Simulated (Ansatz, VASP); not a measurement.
## AlN in VASP and in Ansatz

Contents of INCAR:

```
  ALGO = Normal
  EDIFF = 1E-6
  ENCUT = 520
  GGA = PS
  ISIF = 2
  ISMEAR = 0
  LASPH = T
  LCHARG = F
  LREAL = F
  LWAVE = F
  NBANDS = 11
  NELM = 100
  PREC = Accurate
  SIGMA = 0.01
```

The input KPOINTS:

```
k-points
0
Gamma
  6 6 6
```

The input POSCAR:

```
AlN
1.0
    0.0000000000      2.1839940000      2.1839940000
    2.1839940000      0.0000000000      2.1839940000
    2.1839940000      2.1839940000      0.0000000000
Al N
1 1
Direct
    0.0000000000      0.0000000000      0.0000000000
    0.7614469179      0.7385530821      0.7385530821
```

Input for Ansatz:

```yaml
crystal:
  lattice:
    - [0.0, 2.183994, 2.183994]
    - [2.183994, 0.0, 2.183994]
    - [2.183994, 2.183994, 0.0]
  atoms:
    - { symbol: Al, position: [0.0, 0.0, 0.0] }
    - { symbol: "N", position: [0.7614469178944631, 0.7385530821055369, 0.7385530821055369] }
basis:
  ecutwfc: 450.0
kpoints:
  mp_grid:
    grid: [6, 6, 6]
hamiltonian:
  xc: pbesol
scf:
  occupations:
    method: fixed
output:
  forces: true
```

Alike in both runs: task single point; functional PBEsol; k mesh 6 × 6 × 6; no spin polarisation.

|  | VASP | Ansatz |
| --- | --- | --- |
| version | VASP 6.6.1 | Ansatz 0.2.0 |
| potentials or method | VASP PAW PBE potentials, release 64 (Al, N), cutoff 520 eV | plane waves, PAW |
| occupations | gaussian, width 0.01 eV | fixed |
| valence electrons in the cell | 8 | 8 |

|  | VASP | Ansatz | Ansatz less VASP |
| --- | --- | --- | --- |
| rms of the force components (eV/Å) | 0.423 | 0.419 | -0.0038 |

VASP's potentials were made for PBE, not for PBEsol. Atom by atom the forces differ by 0.004 eV/Å (rms over components).
